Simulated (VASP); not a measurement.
Input of a VASP 6.6.1 run:

The input INCAR:

```
SYSTEM = Al
ALGO     = Normal         ! electronic algorithm
EDIFF    = 1E-7           ! SCF threshold, eV
ENCUT    = 520            ! plane-wave cutoff, eV
GGA      = PE             ! functional
ISIF     = 2              ! what is computed and relaxed
ISMEAR   = 0              ! smearing method
IVDW     = 12             ! dispersion correction
LASPH    = .True.         ! aspherical terms in the spheres
LCHARG   = .True.         ! write CHGCAR
LELF     = .True.         ! ELF
LREAL    = .False.        ! projectors in reciprocal space
LVHAR    = .True.       
LWAVE    = .False.        ! write WAVECAR
NBANDS   = 14             ! bands
NELM     = 100            ! most SCF steps
PREC     = Accurate       ! precision mode
SIGMA    = 0.15           ! smearing width, eV
```

KPOINTS

```
k-points
0
Gamma
  18 18 6
  0 0 0
```

POSCAR

```
Al
1.0
    2.8297230860      0.0000000000      0.0000000000
   -1.4148615430      2.4506120781      0.0000000000
    0.0000000000      0.0000000000      9.2908648450
Al
4
Direct
    0.0000000000      0.0000000000      0.0000000000
    0.3333333333      0.6666666667      0.2500000000
    0.0000000000      0.0000000000      0.5000000000
    0.6666666667      0.3333333333      0.7500000000
```

Potentials or basis: VASP PAW PBE potentials, release 64 (Al).

Launch:

```bash
$ cat potpaw_PBE.64/Al/POTCAR > POTCAR
$ mpirun -np 1 vasp_std > vasp.out
```

Estimate the dispersion energy per atom.

-0.345 eV.

Estimate the pressure.

-1.4 GPa.

Predict the band gap on the k mesh.

zero (bands 6 and 7 overlap by 5.47 eV).

Stress tensor (GPa, compression positive):
```
-1.39  0.00  0.00
 0.00 -1.39  0.00
 0.00  0.00 -1.29
```
